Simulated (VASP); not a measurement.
MoS2, 3 atoms in the cell. It takes space group P-3m1 (No. 164, trigonal). Conventional cell: a = 3.564 Å, b = 3.564 Å, c = 5.749 Å, α = 90.00°, β = 90.00°, γ = 120.00°. Mo (site symmetry -3m) has 6 S at 2.52 Å within 3.3 Å. S (site symmetry 3m) has 3 Mo at 2.52 Å within 3.3 Å. 

| Property | Result |
| --- | --- |
| Program | VASP 6.6.1 |
| Task | single point |
| Functional | PBE |
| Potentials or basis | VASP PAW PBE potentials, release 64 (Mo_sv, S) |
| Cutoff | 520 eV |
| k mesh | 5 × 5 × 3 |
| Occupations | fermi-dirac, width 0.04 eV |
| Spin | no spin polarisation |
| Dipole correction | no |
| Further INCAR settings | ALGO = Normal; EDIFF = 1e-06; NBANDS = 20 |

Potentials or basis: VASP PAW PBE potentials, release 64 (Mo_sv, S).

Run with:

```bash
$ cat potpaw_PBE.64/Mo_sv/POTCAR potpaw_PBE.64/S/POTCAR > POTCAR
$ mpirun -np 1 vasp_std > vasp.out
```

Hardware: 1 thread of Intel(R) Xeon(R) Platinum 8488C (Sapphire Rapids), with other jobs on the host.

Question: Estimate the wall time of this run.

Answer: Run time: 12 s on 1 thread of Intel(R) Xeon(R) Platinum 8488C (Sapphire Rapids) (shared host), peak memory 0.18 GiB. Counts: scf iterations 14, k points 12.
